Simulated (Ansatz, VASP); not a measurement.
Two plane-wave programs on K

The input INCAR:

```
PREC = Accurate
ENCUT = 520
EDIFF = 1E-6
ISMEAR = -1
SIGMA = 0.1
LREAL = F
LASPH = T
NELM = 80
ALGO = Normal
ISIF = 2
LWAVE = F
LCHARG = F
GGA = PS
NBANDS = 16
```

File KPOINTS:

```
regular mesh
0
Gamma
  7 7 7
```

The input POSCAR:

```
K
1.0
    0.0000000000      4.7137313362      4.7137313362
    4.7137313362      0.0000000000      4.7137313362
    4.7137313362      4.7137313362      0.0000000000
K
2
Direct
    0.1250000000      0.1250000000      0.1250000000
    0.8750000000      0.8750000000      0.8750000000
```

Input for Ansatz:

```yaml
crystal:
  lattice:
    - [0.0, 4.7137313362, 4.7137313362]
    - [4.7137313362, 0.0, 4.7137313362]
    - [4.7137313362, 4.7137313362, 0.0]
  atoms:
    - { symbol: K, position: [0.125, 0.125, 0.125] }
    - { symbol: K, position: [0.875, 0.875, 0.875] }
hamiltonian:
  xc: pbesol
  pseudopotentials:
    kind: paw
    azcp:
      K: "pseudopotentials/K.paw.azcp"
basis:
  ecutwfc: 420
  fft_grid_basis: typed
kpoints:
  mp_grid: { grid: [7, 7, 7], shift: [0, 0, 0] }
magnetization:
  spin_polarized: false
scf:
  occupations: { method: fermi_dirac, width: 0.1 }
  lower_state_search: "off"
output:
  stress: true
```

Alike in both runs: task single point; functional PBEsol; k mesh 7 × 7 × 7; occupations fermi-dirac, width 0.1 eV; no spin polarisation.

```csv
,VASP,Ansatz
version,VASP 6.6.1,Ansatz 0.2.0
potentials or method,"VASP PAW PBE potentials, release 64 (K_sv), cutoff 520 eV","plane waves (420 eV) with PAW, scalar-relativistic"
valence electrons in the cell,18,18
```

```csv
,VASP,Ansatz,Ansatz less VASP
pressure (GPa),0.0,0.0,+0.01
```

VASP's potentials were made for PBE, not for PBEsol, and Ansatz warns of the same on its side. The functional is the same, so the differences come from potentials, cutoffs and numerics.
